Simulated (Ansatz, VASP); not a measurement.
# One calculation of Pt, two programs

```
Pt
1.0
     2.80855    0.00000    0.00000
     0.00000    3.97189    0.00000
     0.00000    0.00000   20.21280
Pt
4
Direct
  0.25000 0.25000 0.40180
  0.75000 0.75000 0.45912
  0.25000 0.25000 0.54088
  0.75000 0.75000 0.59820
```

Alike in both runs: functional PBE; k mesh 14 × 10 × 1; occupations fermi-dirac, width 0.1 eV; no spin polarisation.

Ansatz relaxed the structure, and its values are those at the end. VASP's run is a single point on that final structure, the one shown.

|  | VASP | Ansatz |
| --- | --- | --- |
| version | VASP 6.6.1 | Ansatz 0.2.0 |
| potentials or method | VASP PAW PBE potentials, release 64 (Pt), cutoff 520 eV | all-electron LAPW, scalar-relativistic |

Ansatz gave:

- rms of the force components (eV/Å): 0.001

Question: Which values does VASP return?

Answer: rms of the force components (eV/Å): 0.012.

Ansatz ran all-electron here, and VASP with PAW potentials.

Spin-orbit coupling is off throughout.
